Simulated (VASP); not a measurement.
# BaTiO3 (Amm2) in VASP: further runs, part 2 of 2

VASP 6.6.1. The steps go on from the part before.

### 3 Electric field gradients, PBEsol (zz strain of -1 %)

The input, INCAR:

```
SYSTEM = BaTiO3
PREC = Accurate ; ENCUT = 520
EDIFF = 1E-8 ; ISMEAR = -1
SIGMA = 0.05 ; LREAL = .FALSE.
LASPH = .TRUE. ; NELM = 80
ALGO = Normal ; ISIF = 2
LWAVE = .FALSE. ; LCHARG = .FALSE.
GGA = PS ; LEFG = .TRUE.
NBANDS = 28
```

The input, KPOINTS:

```
regular mesh
0
G
  8 8 8
  0 0 0
```

The input, POSCAR:

```
BaTiO3
1.0
    3.9841000000      0.0000000000      0.0000000000
    0.0000000000      2.8370500000      2.8173420000
    0.0000000000     -2.8370500000      2.8173420000
Ba Ti O
1 1 3
Direct
    0.0000000000      0.0000000000      0.0000000000
    0.5000000000      0.5079000000      0.5079000000
    0.0000000000      0.4921000000      0.4921000000
    0.5000000000      0.5025100000      0.9937100000
    0.5000000000      0.9937100000      0.5025100000
```

Potentials or basis: VASP PAW PBE potentials, release 64 (Ba_sv, Ti_sv, O).

The run is started by

```
$ cat potpaw_PBE.64/Ba_sv/POTCAR potpaw_PBE.64/Ti_sv/POTCAR potpaw_PBE.64/O/POTCAR > POTCAR
$ mpirun -np 1 vasp_std > vasp.out
```

OUTCAR:

```text
SYSTEM = BaTiO3
   PREC = Accurate
   ENCUT = 520
   EDIFF = 1E-8
   ISMEAR = -1
   LREAL = .FALSE.
   LASPH = .TRUE.
   NELM = 80
   ISIF = 2
   GGA = PS

 ion  position               nearest neighbor table
   1  0.000  0.000  0.000-   3 2.77   4 2.82   5 2.82   4 2.82   5 2.82   4 2.83   5 2.83   5 2.83
                             4 2.83   3 2.84   3 2.84   3 2.86   2 3.41   2 3.41   2 3.47   2 3.47
   2  0.500  0.508  0.508-   4 1.94   5 1.94   3 1.99   3 1.99   5 2.06   4 2.06   1 3.41   1 3.41
                             1 3.47   1 3.47   1 3.47   1 3.47   1 3.49   1 3.49
   3  0.000  0.492  0.492-   2 1.99   2 1.99   1 2.77   1 2.84   1 2.84   1 2.86
   4  0.500  0.503  0.994-   2 1.94   2 2.06   1 2.82   1 2.82   1 2.83   1 2.83
   5  0.500  0.994  0.503-   2 1.94   2 2.06   1 2.82   1 2.82   1 2.83   1 2.83

  LATTYP: Found a base centered orthorhombic cell.
[... 985 lines left out ...]
   4     -10.515     6.073     4.442     0.000     0.000   -15.935
   5     -10.515     6.073     4.442    -0.000    -0.000    15.935
---------------------------------------------------------------------

 Electric field gradients after diagonalization (V/A^2)
 (convention: |V_zz| > |V_xx| > |V_yy|)
----------------------------------------------------------------------
 ion       V_xx      V_yy      V_zz     asymmetry (V_yy - V_xx)/ V_zz
----------------------------------------------------------------------
   1       4.780     1.446    -6.226       0.535
   2      -1.511    -0.954     2.465       0.226
   3     -11.788   -11.100    22.887       0.030
   4     -10.698   -10.515    21.214       0.009
   5     -10.698   -10.515    21.214       0.009
----------------------------------------------------------------------

           NMR quadrupolar parameters

 Cq : quadrupolar parameter    Cq=e*Q*V_zz/h
 eta: asymmetry parameters     (V_yy - V_xx)/ V_zz
 Q  : nuclear electric quadrupole moment in mb (millibarn)
----------------------------------------------------------------------
 ion       Cq(MHz)       eta       Q (mb)
----------------------------------------------------------------------
   1      -0.015       0.535       1.000
   2       0.006       0.226       1.000
   3       0.055       0.030       1.000
   4       0.051       0.009       1.000
   5       0.051       0.009       1.000
----------------------------------------------------------------------
```

Wall time 2 min (1 thread of Intel Xeon Platinum 8488C (Sapphire Rapids), shared host); peak memory 0.3 GiB.

What came out:

```
Free energy            : -41.9827 eV
Pressure               : -0.8 GPa
Largest force          : 0.167 eV/Å
Band gap on the k mesh : 1.78 eV, indirect (least direct gap 1.95 eV)
```

Forces in eV/Å, atoms in the order of the input:
```
Ba   0.000  0.000  0.083
Ti   0.000  0.000  0.144
O    0.000  0.000  0.109
O    0.000 -0.004 -0.167
O    0.000  0.004 -0.167
```

Levels at points of the mesh, in eV from the valence-band top:
```tsv
k point	band 16	band 17	band 18	band 19	band 20	band 21	band 22	band 23	band 24	band 25
(0.00, 0.00, 0.00)	-1.16	-1.14	-0.24	-0.20	-0.17	1.78	1.80	1.84	4.04	4.06
(0.50, 0.00, 0.00)	-2.04	-1.88	-1.80	-0.80	-0.75	1.96	3.53	3.58	4.04	6.00
(0.00, 0.50, 0.00)	-2.00	-1.88	-1.79	-0.78	-0.74	1.97	3.55	3.56	4.06	6.05
(0.50, 0.50, 0.00)	-2.77	-1.74	-0.89	-0.89	-0.10	3.56	3.57	3.97	4.85	7.79
(0.00, 0.50, 0.50)	-2.78	-1.72	-0.89	-0.88	-0.12	3.56	3.57	3.96	4.90	7.79
(0.50, 0.50, 0.50)	-2.42	-2.40	-0.03	-0.02	0.00	4.21	4.24	4.25	6.59	6.66
```

Electric field gradients, principal values (V/Å²):
```tsv
atom	least	middle	greatest (by size)
1 Ba	1.446	4.780	-6.226
2 Ti	-0.954	-1.511	2.465
3 O	-11.100	-11.788	22.887
4 O	-10.515	-10.698	21.214
5 O	-10.515	-10.698	21.214
```

Caveat: the cell differs from its parent crystal (zz strain of -1 %); without QUAD_EFG the Cq values of the log hold for a quadrupole moment of 1 mb, not for the nuclei; the PAW data sets were made with another functional, which shifts forces and pressure a little; spin-orbit coupling is left out, which moves the levels of the heavy elements. A k mesh can miss the band edges.
